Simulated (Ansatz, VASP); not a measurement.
**CsCl: VASP beside Ansatz**

The input INCAR:

```
PREC = Accurate
ENCUT = 500
EDIFF = 1E-6
ISMEAR = 0
SIGMA = 0.01
LREAL = F
LASPH = T
NELM = 200
ALGO = Normal
ISIF = 2
LWAVE = F
LCHARG = T
LNONCOLLINEAR = T
MAGMOM = 0 0 0 0 0 0
LORBIT = 11
LSORBIT = T
GGA_COMPAT = F
LORBMOM = T
GGA = CA
LVHAR = T
NBANDS = 28
```

File KPOINTS:

```
regular mesh
0
Gamma
  6 6 6
```

Contents of POSCAR:

```
CsCl
1.0
    3.9692272329      0.0000000000      0.0000000000
    0.0000000000      3.9692272329      0.0000000000
    0.0000000000      0.0000000000      3.9890733690
Cs Cl
1 1
Direct
    0.0000000000      0.0000000000      0.0000000000
    0.5000000000      0.5000000000      0.5000000000
```

Input for Ansatz:

```yaml
crystal:
  lattice:
    - [3.96922723286, 0.0, 0.0]
    - [0.0, 3.96922723286, 0.0]
    - [0.0, 0.0, 3.98907336902]
  atoms:
    - { symbol: Cs, position: [0.0, 0.0, 0.0] }
    - { symbol: Cl, position: [0.5, 0.5, 0.5] }
kpoints:
  mp_grid: { grid: [6, 6, 6] }
scf:
  occupations: { method: fixed }
  convergence: { dr2_threshold: 1.0e-10 }
hamiltonian:
  xc: lda
  pseudopotentials: { kind: all_electron, lapw: { basis_error: 0.0005 } }
magnetization:
  noncollinear: true
  spin_orbit: true
output:
  forces: true
  stress: true
  eigenstates:
    kpoints:
      - [0.0, 0.0, 0.0]
      - [0.0, 0.5, 0.5]
      - [0.5, 0.0, 0.5]
      - [0.5, 0.5, 0.0]
      - [-0.5, -0.5, -0.5]
      - [0.0, -0.5, 0.0]
      - [0.0, 0.0, -0.5]
      - [-0.5, 0.0, 0.0]
  eigenvalues: true
```

Change from the starting cell: z stretched by +0.5 %, x and y held.

Alike in both runs: task single point; functional LDA; k mesh 6 × 6 × 6; non-collinear spin, spin-orbit coupling.

|  | VASP | Ansatz |
| --- | --- | --- |
| version | VASP 6.6.1 | Ansatz 0.2.0 |
| potentials or method | VASP PAW LDA potentials, release 64 (Cs_sv, Cl), cutoff 500 eV | all-electron LAPW |
| occupations | gaussian, width 0.01 eV | fixed |

Ansatz gave:

| Property | Result |
| --- | --- |
| pressure (GPa) | -0.1 |
| traceless stress, the component that is largest in VASP (GPa) | -0.10 |

Task: What did VASP give for the same quantities?

Result: Pressure (GPa): 0.0; traceless stress, the component that is largest in VASP (GPa): -0.10.

LDA's correlation is that of Perdew and Zunger in VASP and of Perdew and Wang (1992) in Ansatz. Ansatz ran all-electron here, and VASP with PAW potentials.
